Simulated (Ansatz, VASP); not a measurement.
**Two plane-wave programs on Nb**

```xyz
1
Lattice="-1.6640 1.6640 1.6640 1.6640 -1.6640 1.6640 1.6640 1.6640 -1.6640" Properties=species:S:1:pos:R:3 pbc="T T T"
Nb    0.0000    0.0000    0.0000
```

Alike in both runs: task relaxation of cell and atoms; functional PBEsol; k mesh 24 × 24 × 24; occupations fermi-dirac, width 0.1 eV; no spin polarisation.

|  | VASP | Ansatz |
| --- | --- | --- |
| version | VASP 6.6.1 | Ansatz 0.2.0 |
| potentials or method | VASP PAW PBE potentials, release 64 (Nb_sv) | PAW with Ansatz's default frozen-core files, scalar-relativistic |
| plane-wave cutoff (eV) | 600 | 420 |
| valence electrons in the cell | 13 | 13 |

|  | VASP | Ansatz | Ansatz less VASP |
| --- | --- | --- | --- |
| relaxed volume (Å³/atom) | 17.50 | 17.53 | +0.025 |
| relaxed cell length with the largest relative difference (Å) | 2.833 | 2.834 | +0.0013 |

VASP's potentials were made for PBE, not for PBEsol.
